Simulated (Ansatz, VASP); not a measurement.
TiH5 in VASP and in Ansatz

```
Ti H
1.0
     4.25105    0.00000    0.00000
    -2.12553    3.68152    0.00000
     0.00000    0.00000    3.48326
Ti H
1 5
Cartesian
  0.0000 0.0000 0.0000
  0.0000 2.4543 0.0000
  2.1255 1.2272 0.0000
  2.1255 0.0000 1.7416
  1.0628 1.8408 1.7416
  -1.0628 1.8408 1.7416
```

Change from the starting cell: species swapped into the CeIr5 type (P6/mmm, No. 191).

Alike in both runs: task single point; functional PBE; k mesh 6 × 6 × 6; occupations gaussian, width 0.1 eV; no spin polarisation.

|  | VASP | Ansatz |
| --- | --- | --- |
| version | VASP 6.6.1 | Ansatz 0.2.0 |
| potentials or method | VASP PAW PBE potentials, release 64 (Ti_sv, H), cutoff 520 eV | scalar-relativistic, plane waves, PAW |
| valence electrons in the cell | 17 | 17 |

Ansatz gave:

```
gap on the k mesh at the Fermi level (eV)                     : none
pressure (GPa)                                                : -27.8
traceless stress, the component that is largest in VASP (GPa) : 4.32
```

**Question.** What did VASP give for the same quantities?

**Answer.** gap on the k mesh at the Fermi level (eV): none; pressure (GPa): -27.9; traceless stress, the component that is largest in VASP (GPa): 4.32.

A gap of «none» marks a metal or a gap that the smearing closes.
